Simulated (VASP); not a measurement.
# SiPd3Pt (P6/mmm) in VASP: further runs, part 2 of 2

VASP 6.6.1. The steps go on from the part before.

### 3 Single point, PBE

This run uses another cell than the first one, of 20.73 Å³/atom.

INCAR reads:

```
SYSTEM = SiPd3Pt
ALGO = Normal ; EDIFF = 1E-7
ENCUT = 520 ; GGA = PE
ISIF = 2 ; ISMEAR = 0
LASPH = .True. ; LCHARG = .True.
LELF = .True. ; LREAL = .False.
LVHAR = .True. ; LWAVE = .False.
NBANDS = 30 ; NELM = 100
PREC = Accurate ; SIGMA = 0.1
```

KPOINTS reads:

```
k-points
0
Gamma
  6 6 4
  0 0 0
```

POSCAR reads:

```
SiPd3Pt
1.0
    5.1650152737      0.0000000036      0.0000000000
   -2.5825076400      4.4730344362      0.0000000000
    0.0000000000      0.0000000000      4.4872177375
Si Pd Pt
1 3 1
Direct
    0.0000000000      0.0000000000      0.0000000000
    0.5000000000      0.0000000000      0.0000000000
    0.0000000000      0.5000000000      0.0000000000
    0.5000000000      0.5000000000      0.0000000000
    0.0000000000      0.0000000000      0.5000000000
```

Potentials or basis: VASP PAW PBE potentials, release 64 (Si, Pd, Pt).

Launch:

```sh
$ cat potpaw_PBE.64/Si/POTCAR potpaw_PBE.64/Pd/POTCAR potpaw_PBE.64/Pt/POTCAR > POTCAR
$ mpirun -np 1 vasp_std > vasp.out
```

OUTCAR:

```text
SYSTEM = SiPd3Pt
   EDIFF = 1E-7
   ENCUT = 520
   GGA = PE
   ISIF = 2
   ISMEAR = 0
   LASPH = .True.
   LREAL = .False.
   NELM = 100
   PREC = Accurate

 ion  position               nearest neighbor table
   1  0.000  0.000  0.000-   5 2.24   5 2.24   2 2.58   2 2.58   4 2.58   4 2.58   3 2.58   3 2.58

   2  0.500  0.000  0.000-   1 2.58   1 2.58   3 2.58   3 2.58   4 2.58   4 2.58   5 3.42   5 3.42
                             5 3.42   5 3.42
   3  0.000  0.500  0.000-   4 2.58   4 2.58   2 2.58   2 2.58   1 2.58   1 2.58   5 3.42   5 3.42
                             5 3.42   5 3.42
   4  0.500  0.500  0.000-   3 2.58   3 2.58   1 2.58   1 2.58   2 2.58   2 2.58   5 3.42   5 3.42
                             5 3.42   5 3.42
   5  0.000  0.000  0.500-   1 2.24   1 2.24   2 3.42   2 3.42   2 3.42   2 3.42   4 3.42   4 3.42
                             4 3.42   4 3.42   3 3.42   3 3.42   3 3.42   3 3.42

  LATTYP: Found a hexagonal cell.
 ALAT       =     5.1650152737
 C/A-ratio  =     0.8687714362

  Lattice vectors:

 A1 = (   5.1650152737,   0.0000000036,   0.0000000000)
 A2 = (  -2.5825076400,   4.4730344362,   0.0000000000)
[... 180 lines left out ...]

 val. band max:        5.4598487685   @ k =   0.3333   0.3333   0.5000
 cond. band min:       5.5461888261   @ k =   0.3333   0.0000   0.2500
 fundamental gap:      0.0863400577
 Fermi energy:         5.4625462827

 k-point     1 :       0.0000    0.0000    0.0000
  band No.  band energies     occupation
      1      -4.7677      2.00000
      2       0.1485      2.00000
      3       0.9843      2.00000
      4       0.9843      2.00000
      5       1.6171      2.00000
      6       1.6171      2.00000
[... 682 lines left out ...]
     29      11.7687      0.00000
     30      14.5688      0.00000

------------------------ aborting loop because EDIFF is reached ----------------------------------------

  FORCE on cell =-STRESS in cart. coord.  units (eV):
  Direction    XX          YY          ZZ          XY          YZ          ZX
  --------------------------------------------------------------------------------------
  -------------------------------------------------------------------------------------
  Total       -0.1463911     -0.1463911      0.1073649      0.0000000     -0.0000000     -0.0000000
  in kB       -2.2624251     -2.2624251      1.6592882      0.0000000     -0.0000000     -0.0000000
  external PRESSURE =      -0.9551873 kB  Pullay stress =       0.0000000 kB

 VOLUME and BASIS-vectors are now :
 -----------------------------------------------------------------------------
  energy-cutoff  :      520.00
  volume of cell :      103.67
      direct lattice vectors                 reciprocal lattice vectors
     5.165015274  0.000000004  0.000000000     0.193610270  0.111780941  0.000000000
    -2.582507640  4.473034436  0.000000000    -0.000000000  0.223561883  0.000000000
     0.000000000  0.000000000  4.487217737     0.000000000  0.000000000  0.222855243

 POSITION                                       TOTAL-FORCE (eV/Angst)
 -----------------------------------------------------------------------------------
      0.00000      0.00000      0.00000        -0.000000      0.000000      0.000000
      2.58251      0.00000      0.00000         0.000000      0.000000      0.000000
     -1.29125      2.23652      0.00000        -0.000000      0.000000      0.000000
      1.29125      2.23652      0.00000         0.000000      0.000000      0.000000
      0.00000      0.00000      2.24361        -0.000000      0.000000      0.000000
 -----------------------------------------------------------------------------------
    total drift:                               -0.000000      0.000000     -0.000000

  FREE ENERGIE OF THE ION-ELECTRON SYSTEM (eV)
  ---------------------------------------------------
  free  energy   TOTEN  =       -25.5196968185 eV

  energy  without entropy=      -25.5086404128  energy(sigma->0) =      -25.51416862
```

Run time: 29 s. Hardware: 1 thread of Intel Xeon 6975P-C (Granite Rapids), shared host; peak memory 0.26 GiB.

Results:

```
Free energy            : -25.5197 eV
Pressure               : -0.1 GPa
Band gap on the k mesh : zero (bands 22 and 23 overlap by 1.25 eV)
```

Caveat: spin-orbit coupling is left out, which moves the levels of the heavy elements.

### 4 Relaxation of cell and atoms, PBE

INCAR reads:

```
  PREC = Accurate
  ENCUT = 600
  EDIFF = 1E-7
  ISMEAR = 0
  SIGMA = 0.1
  LREAL = False
  LASPH = True
  NELM = 100
  ALGO = Normal
  ISIF = 3
  LWAVE = False
  LCHARG = False
  GGA = PE
  IBRION = 2
  NSW = 90
  EDIFFG = -0.04
```

KPOINTS reads:

```
regular mesh
0
Gamma
  6 6 4
```

Changes to POSCAR since step 3:

```diff
@@ -2,5 +2,5 @@
 1.0
-    5.1650152737      0.0000000036      0.0000000000
-   -2.5825076400      4.4730344362      0.0000000000
-    0.0000000000      0.0000000000      4.4872177375
+    4.1745812700      0.0000000000      0.0000000000
+   -2.0872906400      3.6152934300      0.0000000000
+    0.0000000000      0.0000000000      4.8078930800
 Si Pd Pt
```

Launch:

```sh
$ cat potpaw_PBE.64/Si/POTCAR potpaw_PBE.64/Pd/POTCAR potpaw_PBE.64/Pt/POTCAR > POTCAR
$ mpirun -np 1 vasp_std > vasp.out
```

Wall time 3.4 min (1 thread of Intel Xeon 6975P-C (Granite Rapids), shared host); peak memory 0.26 GiB.

The run converged. Its results:

```yaml
Free_energy: -25.5024 eV
Relaxed_volume: 20.66 Å³/atom
Relaxed_cell: a = 5.155 Å, b = 5.155 Å, c = 4.489 Å, α = 90.00°, β = 90.00°, γ = 120.00°
Space_group_after_relaxing_to_0.1_Å: P6/mmm (No. 191)
Energy_gained_by_relaxing: 3461.2 meV/atom
Ionic_steps: 9
Pressure_after_relaxing: 0.2 GPa
Band_gap_on_the_k_mesh: zero (bands 22 and 23 overlap by 1.26 eV)
```

Stress tensor (GPa, compression positive):
```
0.26 0.00 0.00
0.00 0.26 0.00
0.00 0.00 0.15
```

The path:
```tsv
step	energy change (eV)	largest force (eV/Å)	pressure (GPa)	volume (Å³)
1	0.0000	0.0000	150.68	72.56
2	2.3088	0.0000	-27.31	282.39
3	-14.0500	0.0000	-13.64	148.36
4	-15.1320	0.0000	-13.83	137.64
5	-16.7967	0.0000	4.89	102.62
6	-16.9383	0.0000	-8.00	115.30
7	-17.0594	0.0000	-4.53	110.60
8	-17.0631	0.0000	-3.64	109.62
9	-17.3059	0.0000	0.22	103.31
```

Final structure:
```cif
data_structure
_symmetry_space_group_name_H-M 'P 1'
_symmetry_Int_Tables_number 1
_cell_length_a 5.1550
_cell_length_b 5.1550
_cell_length_c 4.4891
_cell_angle_alpha 90.000
_cell_angle_beta 90.000
_cell_angle_gamma 120.000
_cell_volume 103.31
loop_
_atom_site_label
_atom_site_type_symbol
_atom_site_fract_x
_atom_site_fract_y
_atom_site_fract_z
_atom_site_occupancy
Si1 Si 0.00000 0.00000 0.00000 1
Pd1 Pd 0.50000 0.00000 0.00000 1
Pd2 Pd 0.00000 0.50000 0.00000 1
Pd3 Pd 0.50000 0.50000 0.00000 1
Pt1 Pt 0.00000 0.00000 0.50000 1
```

Levels at points of the mesh, in eV from the Fermi level:
```
           k point  band 20  band 21  band 22  band 23  band 24  band 25
(0.00, 0.00, 0.00)    -0.35    -0.35    -0.32    -0.32     0.81     2.57
(0.50, 0.00, 0.00)    -1.23    -1.13    -0.48     1.09     1.57     1.74
(0.00, 0.00, 0.50)    -0.41    -0.41     0.81     1.39     1.39     2.32
(0.50, 0.00, 0.50)    -0.46    -0.39    -0.06     0.14     1.18     1.36
```

Caveat: the volume moved by over 15 % at a fixed basis, so the end points are rough; spin-orbit coupling is left out, which moves the levels of the heavy elements.

### 5 The runs side by side

```csv
task,cell,cutoff (eV),gap on the mesh (eV),pressure (GPa)
single point,"a = 4.175, b = 4.175, c = 4.808 Å, angles 90.0, 90.0, 120.0°, 5 atoms",520,none,150.6
single point,"a = 5.165, b = 5.165, c = 4.487 Å, angles 90.0, 90.0, 120.0°, 5 atoms",520,none,-0.1
relaxation of cell and atoms,"relaxed from a = 4.175, b = 4.175, c = 4.808 Å, angles 90.0, 90.0, 120.0°, 5 atoms",600,none,0.2
```

Alike in all rows: level PBE; potentials or basis VASP PAW PBE potentials, release 64 (Si, Pd, Pt); no spin polarisation; k mesh 6 × 6 × 4; smearing gaussian 0.1 eV.

Caveats: spin-orbit coupling is left out, which moves the levels of the heavy elements; the cell stands under pressure (at least some runs); the volume moved by over 15 % at a fixed basis, so the end points are rough (at least some runs).

Absolute energies hang on the potentials; compare differences alone.
